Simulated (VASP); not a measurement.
Set up this calculation in VASP 6.6.1, as the native input.

```yaml
Task: single point
Functional: PBE
Potentials_or_basis: VASP PAW PBE potentials, release 64 (Sn_d)
Cutoff: 520 eV
k_mesh: 6 × 6 × 6
Occupations: fermi-dirac, width 0.02 eV
Spin: no spin polarisation
Dipole_correction: no
Further_INCAR_settings: ALGO = Normal; EDIFF = 1e-06; NBANDS = 21
```

The structure of Sn lies in POSCAR:

```
Sn
1.0
    0.0000000000      3.4486827700      3.1251435170
    3.4486827700      0.0000000000      3.1251435170
    3.4486827700      3.4486827700      0.0000000000
Sn
2
Direct
    0.0000000000      0.0000000000      0.0000000000
    0.2500000000      0.2500000000      0.2500000000
```

This cell differs from its parent crystal: epitaxial xy strain +5.0%.

One way to write it, as run:

INCAR

```
SYSTEM = Sn
  PREC = Accurate
  ENCUT = 520
  EDIFF = 1E-6
  ISMEAR = -1
  SIGMA = 0.02
  LREAL = .FALSE.
  LASPH = .TRUE.
  NELM = 100
  ALGO = Normal
  ISIF = 2
  LWAVE = .FALSE.
  LCHARG = .FALSE.
  GGA = PE
  NBANDS = 21
```

KPOINTS

```
regular mesh
0
G
  6 6 6
  0 0 0
```

Potentials or basis: VASP PAW PBE potentials, release 64 (Sn_d).

Launch:

```bash
$ cat potpaw_PBE.64/Sn_d/POTCAR > POTCAR
$ mpirun -np 1 vasp_std > vasp.out
```

Results of the run:

```
Pressure               : -0.3 GPa
Band gap on the k mesh : zero (bands 14 and 15 overlap by 0.15 eV)
```

Caveat: the cell differs from its parent crystal (epitaxial xy strain +5.0%); spin-orbit coupling is left out, which moves the levels of the heavy elements.

Run time: 28 s on 1 thread of AMD EPYC 9R45 96-Core Processor (Zen 5), on a shared host, peak memory 0.18 GiB.
